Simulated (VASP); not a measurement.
Input of a VASP 6.6.1 run:

Contents of INCAR:

```
PREC     = Accurate       # precision mode
ENCUT    = 520            # plane-wave cutoff, eV
EDIFF    = 1E-6           # SCF threshold, eV
ISMEAR   = 0              # smearing method
SIGMA    = 0.1            # smearing width, eV
LREAL    = F              # projectors in reciprocal space
LASPH    = T              # aspherical terms in the spheres
NELM     = 80             # most SCF steps
ALGO     = Fast           # electronic algorithm
ISIF     = 2              # what is computed and relaxed
LWAVE    = F              # write WAVECAR
LCHARG   = T              # write CHGCAR
GGA      = PE             # functional
LELF     = T              # ELF
LVHAR    = T            
NBANDS   = 22             # bands
```

File KPOINTS:

```
Automatic mesh
0
Gamma
  6 6 6
```

Contents of POSCAR:

```
AlIn2
1.0
    5.3566371350      0.0000000000      0.0000000000
   -2.6783185675      4.6389838378      0.0000000000
    0.0000000000      0.0000000000      3.0560321272
Al In
1 2
Direct
    0.0000000000      0.0000000000      0.5000000000
    0.3333333333      0.6666666667      0.5000000000
    0.6666666667      0.3333333333      0.5000000000
```

Potentials or basis: VASP PAW PBE potentials, release 64 (Al, In_d).

Run with:

```console
$ cat potpaw_PBE.64/Al/POTCAR potpaw_PBE.64/In_d/POTCAR > POTCAR
$ mpirun -np 1 vasp_std > vasp.out
```

Task: What does it give for the pressure?

Result: -0.1 GPa.

Stress tensor (GPa, compression positive):
```
-0.17  0.00  0.00
 0.00 -0.17  0.00
 0.00  0.00  0.17
```
